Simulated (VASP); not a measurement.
Input of a VASP 6.6.1 run:

INCAR

```
SYSTEM = SnSe
PREC = Accurate
ENCUT = 520
EDIFF = 1E-7
ISMEAR = -1
SIGMA = 0.05
LREAL = .False.
LASPH = .True.
NELM = 100
ALGO = Normal
ISIF = 2
LWAVE = .False.
LCHARG = .False.
GGA = CA
NBANDS = 28
```

The input KPOINTS:

```
Automatic mesh
0
Gamma
  6 6 3
  0 0 0
```

Contents of POSCAR:

```
SnSe
1.0
    4.3693747848      0.0000000000      0.0000000000
    0.0000000000      4.3693747848      0.0000000000
    0.0000000000      0.0000000000     11.2062506230
Sn Se
2 2
Direct
    0.0000000000      0.5000000000      0.6277708900
    0.5000000000      0.0000000000      0.3722291100
    0.0000000000      0.5000000000      0.3839605100
    0.5000000000      0.0000000000      0.6160394900
```

Potentials or basis: VASP PAW LDA potentials, release 64 (Sn_d, Se).

Command:

```sh
$ cat potpaw_LDA.64/Sn_d/POTCAR potpaw_LDA.64/Se/POTCAR > POTCAR
$ mpirun -np 1 vasp_std > vasp.out
```

(1) What does it give for the band gap on the k mesh?

(2) Estimate the largest force.

Answers

(1) 1.50 eV, direct.

(2) 0.573 eV/Å.

Caveat: spin-orbit coupling is left out, which moves the levels of the heavy elements.
